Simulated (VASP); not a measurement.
Lu:

```
Lu
1.0
     0.00000    2.45000    2.45000
     2.45000    0.00000    2.45000
     2.45000    2.45000    0.00000
Lu
1
Direct
  0.00000 0.00000 0.00000
```

This isn't the form of Lu at room conditions, which is hcp.

| Property | Result |
| --- | --- |
| Program | VASP 6.6.1 |
| Task | relaxation of cell and atoms |
| Functional | LDA |
| Potentials or basis | VASP PAW PBE potentials, release 64 (Lu) |
| Cutoff | 600 eV |
| k mesh | 8 × 8 × 8 |
| Occupations | methfessel-paxton, width 0.1 eV |
| Spin | no spin polarisation |

At the start: pressure -6.1 GPa; volume 29.41 Å³/atom.

Task: How do energy, volume and symmetry change on relaxing?

Result: Over 3 steps the energy falls by 79.2 meV/atom and the volume is 25.61 Å³/atom (-12.9 %); space group Fm-3m (No. 225, to 0.1 Å) before and after.

The path:
```tsv
step	energy change (eV)	largest force (eV/Å)	pressure (GPa)	volume (Å³)
1	0.0000	0.0000	-6.12	29.41
2	-0.0749	0.0000	1.62	24.89
3	-0.0792	0.0000	-0.02	25.61
```

Final structure:
```yaml
crystal:
  lattice:
    - [0.00000, 2.33948, 2.33948]
    - [2.33948, 0.00000, 2.33948]
    - [2.33948, 2.33948, 0.00000]
  atoms:
    - { symbol: Lu, position: [0.00000, 0.00000, 0.00000] }
```

Caveat: the PAW data sets were made with another functional, which shifts forces and pressure a little.
